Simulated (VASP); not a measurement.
# Cd (Im-3m) in VASP: a series of runs

The runs below take Cd through single point, with PBEsol.

Everything below comes from runs of VASP 6.6.1. Logs are shortened: lines on timing, memory, paths and dates and some standing lists are left out, and cuts for length are marked.

## (1) The cell of the first run

It takes space group Im-3m (No. 229, cubic). Conventional cell: a = 3.349 Å, b = 3.349 Å, c = 3.349 Å, α = 90.00°, β = 90.00°, γ = 90.00°. Cd (site symmetry m-3m) has 14 Cd at 2.90 to 3.35 Å within 3.8 Å.

This isn't the form of Cd at room conditions, which is hcp.

## (2) Single point, PBEsol (18.79 Å³/atom)

The input, INCAR:

```
  PREC = Accurate
  ENCUT = 520
  EDIFF = 1E-6
  ISMEAR = -1
  SIGMA = 0.1
  LREAL = F
  LASPH = T
  NELM = 80
  ALGO = Normal
  ISIF = 2
  LWAVE = F
  LCHARG = F
  GGA = PS
  NBANDS = 12
```

The input, KPOINTS:

```
regular mesh
0
Gamma
  14 14 14
```

The input, POSCAR:

```
Cd
1.0
   -1.6746975767      1.6746975767      1.6746975767
    1.6746975767     -1.6746975767      1.6746975767
    1.6746975767      1.6746975767     -1.6746975767
Cd
1
Direct
    0.0000000000      0.0000000000      0.0000000000
```

Potentials or basis: VASP PAW PBE potentials, release 64 (Cd).

Launch:

```console
$ cat potpaw_PBE.64/Cd/POTCAR > POTCAR
$ mpirun -np 1 vasp_std > vasp.out
```

OUTCAR:

```text
PREC = Accurate
   ENCUT = 520
   EDIFF = 1E-6
   ISMEAR = -1
   LREAL = F
   LASPH = T
   NELM = 80
   ISIF = 2
   GGA = PS

 ion  position               nearest neighbor table
   1  0.000  0.000  0.000-

  LATTYP: Found a body centered cubic cell.
 ALAT       =     3.3493951534

  Lattice vectors:

 A1 = (  -1.6746975767,   1.6746975767,   1.6746975767)
 A2 = (   1.6746975767,  -1.6746975767,   1.6746975767)
 A3 = (   1.6746975767,   1.6746975767,  -1.6746975767)

Analysis of symmetry for initial positions (statically):
=====================================================================
 Subroutine PRICEL returns:
 Original cell was already a primitive cell.

 Routine SETGRP: Setting up the symmetry group for a
 body centered cubic supercell.

 Subroutine GETGRP returns: Found 48 space group operations
 (whereof 48 operations were pure point group operations)
 out of a pool of 48 trial point group operations.

The static configuration has the point symmetry O_h .

Analysis of symmetry for dynamics (positions and initial velocities):
=====================================================================
 Subroutine PRICEL returns:
 Original cell was already a primitive cell.

 Routine SETGRP: Setting up the symmetry group for a
 body centered cubic supercell.

 Subroutine GETGRP returns: Found 48 space group operations
 (whereof 48 operations were pure point group operations)
 out of a pool of 48 trial point group operations.

The dynamic configuration has the point symmetry O_h .

 Subroutine INISYM returns: Found 48 space group operations
 (whereof 48 operations are pure point group operations),
 and found     1 'primitive' translations

----------------------------------------------------------------------------------------

                                     Primitive cell

  volume of cell :      18.7875

  direct lattice vectors                    reciprocal lattice vectors
    -1.674697577  1.674697577  1.674697577     0.000000000  0.298561368  0.298561368
     1.674697577 -1.674697577  1.674697577     0.298561368  0.000000000  0.298561368
     1.674697577  1.674697577 -1.674697577     0.298561368  0.298561368  0.000000000

  length of vectors
     2.900661290  2.900661290  2.900661290     0.422229536  0.422229536  0.422229536

  position of ions in fractional coordinates (direct lattice)
     0.000000000  0.000000000  0.000000000

  ion indices of the primitive-cell ions
   primitive index   ion index
                 1           1

[... 72 lines left out ...]
   LREAL  =      F    real-space projection
   EDIFFG = 0.1E-04   stopping-criterion for IOM
   NSW    =      0    number of steps for IOM
   IBRION =     -1    ionic relax: 0-MD 1-quasi-New 2-CG
   NFREE  =      0    steps in history (QN), initial steepest desc. (CG)
   ISIF   =      2    stress and relaxation
   ISYM   =      2    0-nonsym 1-usesym 2-fastsym
   POTIM  = 0.5000    time-step for ionic-motion
   TEBEG  =    0.0;   TEEND  =   0.0 temperature during run
   PSTRESS=    0.0 pullay stress
   NELECT =      12.0000    total number of electrons
   NUPDOWN=      -1.0000    fix difference up-down
   EMIN   =  10.00;   EMAX   =-10.00  energy-range for DOS
   EFERMI =   0.00;   METHOD = LEGACY
   ISMEAR =    -1;   SIGMA  =   0.10  broadening in eV -4-tet -1-fermi 0-gaus
   EFERMI_NEDOS =   21; number of points for ismear=-14 and -15
   IALGO  =     38    algorithm
   IMIX   =      4    mixing-type and parameters
     AMIX     =   0.40;   BMIX     =  1.00
     AMIX_MAG =   1.60;   BMIX_MAG =  1.00
  volume/ion in A,a.u.               =      18.79       126.78
  Fermi-wavevector in a.u.,A,eV,Ry     =   1.409869  2.664267 27.044729  1.987731
  Thomas-Fermi vector in A             =   2.531881
   LORBIT       =      0    0 simple, 1 ext, 2 COOP (PROOUT), +10 PAW based schemes
   GGA     = PS    functional components
   LHFCALC =     F    Hartree Fock is set to
   AEXX    =    0.0000 exact exchange contribution
   IVDW    =     0    specifies the selected vdW correction
   LEPSILON=     F    determine dielectric tensor
   LRPA    =     F    only Hartree local field effects (RPA)
 non-spin polarized calculation
  energy-cutoff  :      520.00
  volume of cell :       18.79
 maximum number of plane-waves:       531
 NGX is ok and might be reduce to    24
   NGX = 11   NGY = 11   NGZ = 11

 number of electron      11.9999995 magnetization

 Free energy of the ion-electron system (eV)
  ---------------------------------------------------
  ext. energy  EPLUGINS =         0.00000000
  ---------------------------------------------------
  free energy    TOTEN  =        -1.05622447 eV

  energy without entropy =       -1.04353972  energy(sigma->0) =       -1.04988210

 E-fermi :   4.0614     XC(G=0): -11.9865

 val. band max:        3.9895219741   @ k =   0.3571   0.1429   0.1429
 cond. band min:       4.0672754960   @ k =   0.5000   0.5000   0.2143
 fundamental gap:      0.0777535219
 Fermi energy:         4.0614064202

 k-point     1 :       0.0000    0.0000    0.0000
  band No.  band energies     occupation
      1      -6.1829      2.00000
      2      -5.8131      2.00000
      3      -5.8131      2.00000
      4      -5.8131      2.00000
      5      -4.9271      2.00000
      6      -4.9271      2.00000
      7      20.1175      0.00000
      8      20.1175      0.00000
      9      20.1175      0.00000
     10      22.6121      0.00000
     11      22.6121      0.00000
     12      22.6121      0.00000
[... 331 lines left out ...]
 k-point    24 :       0.3571    0.2857    0.0000
  band No.  band energies     occupation
      1      -6.2589      2.00000
      2      -5.7485      2.00000
      3      -5.4629      2.00000
      4      -4.9040      2.00000
      5      -4.7850      2.00000
      6       3.9547      1.48814
      7       4.4026      0.06388
      8       6.2936      0.00000
      9      14.1658      0.00000
     10      21.8147      0.00000
     11      22.9763      0.00000
     12      26.4691      0.00000

 [... further k-points ...]
[... 5 lines left out ...]
  --------------------------------------------------------------------------------------
  -------------------------------------------------------------------------------------
  Total        1.2100623      1.2100623      1.2100623      0.0000000      0.0000000     -0.0000000
  in kB      103.1927385    103.1927385    103.1927385      0.0000000      0.0000000     -0.0000000
  external PRESSURE =     103.1927385 kB  Pullay stress =       0.0000000 kB

 VOLUME and BASIS-vectors are now :
 -----------------------------------------------------------------------------
  energy-cutoff  :      520.00
  volume of cell :       18.79
      direct lattice vectors                 reciprocal lattice vectors
    -1.674697577  1.674697577  1.674697577     0.000000000  0.298561368  0.298561368
     1.674697577 -1.674697577  1.674697577     0.298561368  0.000000000  0.298561368
     1.674697577  1.674697577 -1.674697577     0.298561368  0.298561368  0.000000000

 POSITION                                       TOTAL-FORCE (eV/Angst)
 -----------------------------------------------------------------------------------
      0.00000      0.00000      0.00000        -0.000000     -0.000000     -0.000000
 -----------------------------------------------------------------------------------
    total drift:                                0.000000      0.000000     -0.000000

  FREE ENERGIE OF THE ION-ELECTRON SYSTEM (eV)
  ---------------------------------------------------
  free  energy   TOTEN  =        -1.0562244750 eV

  energy  without entropy=       -1.0435397216  energy(sigma->0) =       -1.04988210
```

OSZICAR:

```text
N       E                     dE             d eps       ncg     rms          rms(c)
DAV:   1     0.718797010919E+02    0.71880E+02   -0.70953E+03  2632   0.102E+03
DAV:   2     0.104103768185E+00   -0.71776E+02   -0.68285E+02  2768   0.244E+02
DAV:   3    -0.116201653717E+01   -0.12661E+01   -0.12653E+01  2932   0.361E+01
DAV:   4    -0.116350078605E+01   -0.14842E-02   -0.14842E-02  2752   0.124E+00
DAV:   5    -0.116350382127E+01   -0.30352E-05   -0.30353E-05  2904   0.555E-02    0.476E+00
DAV:   6    -0.106609289121E+01    0.97411E-01   -0.24334E-01  2808   0.662E+00    0.351E+00
DAV:   7    -0.105751608306E+01    0.85768E-02   -0.18190E-02  2828   0.152E+00    0.171E+00
DAV:   8    -0.105621105252E+01    0.13050E-02   -0.17846E-03  2648   0.607E-01    0.745E-02
DAV:   9    -0.105621845829E+01   -0.74058E-05   -0.42947E-06  2852   0.178E-02    0.206E-02
DAV:  10    -0.105622451505E+01   -0.60568E-05   -0.36088E-06  2668   0.229E-02    0.211E-03
DAV:  11    -0.105622447496E+01    0.40083E-07   -0.68065E-08  1308   0.322E-03
   1 F= -.10562245E+01 E0= -.10498821E+01  d E =-.126848E-01
```

Wall time 16 s (1 thread of Intel Xeon 8259CL, shared host); peak memory 0.15 GiB.

What came out:

```yaml
Free_energy: -1.0562 eV
Pressure: 10.3 GPa
Band_gap_on_the_k_mesh: zero (bands 6 and 7 overlap by 4.14 eV)
```

Caveat: the cell stands under pressure; the PAW data sets were made with another functional, which shifts forces and pressure a little.

## (3) Single point, PBEsol (19.64 Å³/atom)

This run uses another cell than the first one, of 19.64 Å³/atom.

The input, INCAR:

```
PREC = Accurate
ENCUT = 520
EDIFF = 1E-6
ISMEAR = -1
SIGMA = 0.1
LREAL = False
LASPH = True
NELM = 60
ALGO = Normal
ISIF = 2
LWAVE = False
LCHARG = False
GGA = PS
NBANDS = 12
```

KPOINTS is that of step 2.

The input, POSCAR:

```
Cd
1.0
   -1.6996967485      1.6996967485      1.6996967485
    1.6996967485     -1.6996967485      1.6996967485
    1.6996967485      1.6996967485     -1.6996967485
Cd
1
Direct
    0.0000000000      0.0000000000      0.0000000000
```

Potentials or basis: VASP PAW PBE potentials, release 64 (Cd).

Launch:

```console
$ cat potpaw_PBE.64/Cd/POTCAR > POTCAR
$ mpirun -np 1 vasp_std > vasp.out
```

Run time: 15 s. Hardware: 1 thread of Intel Xeon 8259CL, shared host; peak memory 0.15 GiB.

Results (log left out):

```
Free energy            : -1.0993 eV
Pressure               : 6.0 GPa
Band gap on the k mesh : zero (bands 6 and 7 overlap by 4.21 eV)
```

Levels at points of the mesh, in eV from the Fermi level:
| k point | band 3 | band 4 | band 5 | band 6 | band 7 | band 8 | band 9 | band 10 |
| --- | --- | --- | --- | --- | --- | --- | --- | --- |
| (0.00, 0.00, 0.00) | -9.65 | -9.65 | -8.84 | -8.84 | 15.92 | 15.92 | 15.92 | 17.89 |
| (0.50, 0.00, 0.00) | -8.88 | -8.80 | -8.28 | -2.69 | -0.78 | 10.02 | 10.38 | 14.55 |
| (0.50, 0.50, 0.50) | -8.42 | -8.42 | -8.42 | 3.42 | 3.42 | 3.42 | 6.82 | 8.51 |

Caveat: the cell stands under pressure; the PAW data sets were made with another functional, which shifts forces and pressure a little.
